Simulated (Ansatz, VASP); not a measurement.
**One calculation of RhO, two programs**

```
Rh O
1.0
     2.76037    0.00000    0.00000
     0.00000    2.76037    0.00000
     0.00000    0.00000    2.75993
Rh O
1 1
Direct
  0.50000 0.50000 0.50000
  0.00000 0.00000 0.00000
```

Alike in both runs: functional PBE; k mesh 22 × 22 × 16; occupations gaussian, width 0.1 eV; no spin polarisation.

Ansatz relaxed the structure, and its values are those at the end. VASP's run is a single point on that final structure, the one shown.

|  | VASP | Ansatz |
| --- | --- | --- |
| version | VASP 6.6.1 | Ansatz 0.2.0 |
| potentials or method | VASP PAW PBE potentials, release 64 (Rh_pv, O), cutoff 520 eV | scalar-relativistic, plane waves, PAW |
| valence electrons in the cell | 21 | 23 |

|  | VASP | Ansatz | Ansatz less VASP |
| --- | --- | --- | --- |
| gap on the k mesh at the Fermi level (eV) | none | none | - |
| pressure (GPa) | -0.1 | 0.0 | +0.05 |

A gap of «none» marks a metal or a gap that the smearing closes. VASP's potentials hold 21 valence electrons a cell and Ansatz's 23, so a difference there can come from the potentials and not from the codes.
